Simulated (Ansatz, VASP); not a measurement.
# K in VASP and in Ansatz

INCAR

```
SYSTEM = K
PREC = Accurate ; ENCUT = 520
EDIFF = 1E-7 ; ISMEAR = 0
SIGMA = 0.05 ; LREAL = .FALSE.
LASPH = .TRUE. ; NELM = 80
ALGO = Normal ; ISIF = 2
LWAVE = .FALSE. ; LCHARG = .FALSE.
GGA = PS ; NBANDS = 16
```

KPOINTS

```
Automatic mesh
0
G
  12 12 12
  0 0 0
```

POSCAR

```
K
1.0
   -2.2081090500      2.2081090500      8.0458679500
    2.2081090500     -2.2081090500      8.0458679500
    2.2081090500      2.2081090500     -8.0458679500
K
2
Direct
    0.2500000000      0.7500000000      0.5000000000
    0.5000000000      0.5000000000      0.0000000000
```

Input for Ansatz:

```yaml
crystal:
  lattice:
    - [-2.20810905, 2.20810905, 8.04586795]
    - [2.20810905, -2.20810905, 8.04586795]
    - [2.20810905, 2.20810905, -8.04586795]
  atoms:
    - { symbol: K, position: [0.25, 0.75, 0.5] }
    - { symbol: K, position: [0.5, 0.5, 0.0] }
basis:
  ecutwfc: 420
kpoints:
  mp_grid: { grid: [12, 12, 12] }
hamiltonian:
  xc: pbesol
scf:
  occupations: { method: gaussian, width: 0.05 }
output:
  forces: true
  eigenvalues: true
  eigenstates:
    nscf_kmesh: { grid: [24, 24, 24] }
    top_band: c6
    de_dk: true
    localisation: false
  stress: true
checkpoint:
  write: ck
  compress: false
  write_wavefunctions: false
  write_every: 100000
```

Alike in both runs: task single point; functional PBEsol; k mesh 12 × 12 × 12; occupations gaussian, width 0.05 eV; no spin polarisation.

```csv
,VASP,Ansatz
version,VASP 6.6.1,Ansatz 0.2.0
potentials or method,"VASP PAW PBE potentials, release 64 (K_sv), cutoff 520 eV","scalar-relativistic, plane waves, PAW"
valence electrons in the cell,18,18
```

```csv
,VASP,Ansatz,Ansatz less VASP
pressure (GPa),-0.2,-0.2,+0.01
```

VASP's potentials were made for PBE, not for PBEsol.
